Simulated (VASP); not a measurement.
Write the native input for VASP 6.6.1 that does the following.

- Task: single point
- Functional: PBEsol
- Potentials or basis: VASP PAW PBE potentials, release 64 (Zn, Se)
- Cutoff: 500 eV
- k mesh: 8 × 8 × 8
- Occupations: gaussian, width 0.02 eV
- Spin: no spin polarisation
- Dipole correction: no
- Further INCAR settings: ALGO = Normal; EDIFF = 1e-06; NBANDS = 16

The structure of ZnSe (sol2) lies in POSCAR:

```
ZnSe
1.0
    0.0000000000      2.8448691876      2.7998019530
    2.8448691876      0.0000000000      2.7998019530
    2.8448691876      2.8448691876      0.0000000000
Zn Se
1 1
Direct
    0.0000000000      0.0000000000      0.0000000000
    0.2500000000      0.2500000000      0.2500000000
```

This cell differs from its parent crystal: strained cell.

The input as run:

INCAR

```
SYSTEM = ZnSe
  ALGO = Normal
  EDIFF = 1E-6
  ENCUT = 500
  GGA = PS
  GGA_COMPAT = .False.
  ISIF = 2
  ISMEAR = 0
  LASPH = .True.
  LCHARG = .False.
  LREAL = .False.
  LWAVE = .False.
  NBANDS = 16
  NELM = 120
  PREC = Accurate
  SIGMA = 0.02
```

KPOINTS

```
k-points
0
Gamma
  8 8 8
  0 0 0
```

Potentials or basis: VASP PAW PBE potentials, release 64 (Zn, Se).

Launch:

```bash
$ cat potpaw_PBE.64/Zn/POTCAR potpaw_PBE.64/Se/POTCAR > POTCAR
$ mpirun -np 1 vasp_std > vasp.out
```

Results of the run:

```
Pressure               : -0.6 GPa
Band gap on the k mesh : 1.15 eV, direct
```

Caveat: the cell differs from its parent crystal (strained cell); the PAW data sets were made with another functional, which shifts forces and pressure a little.

Wall time 65 s on 1 thread of Intel Xeon 8259CL, on a shared host, peak memory 0.2 GiB.
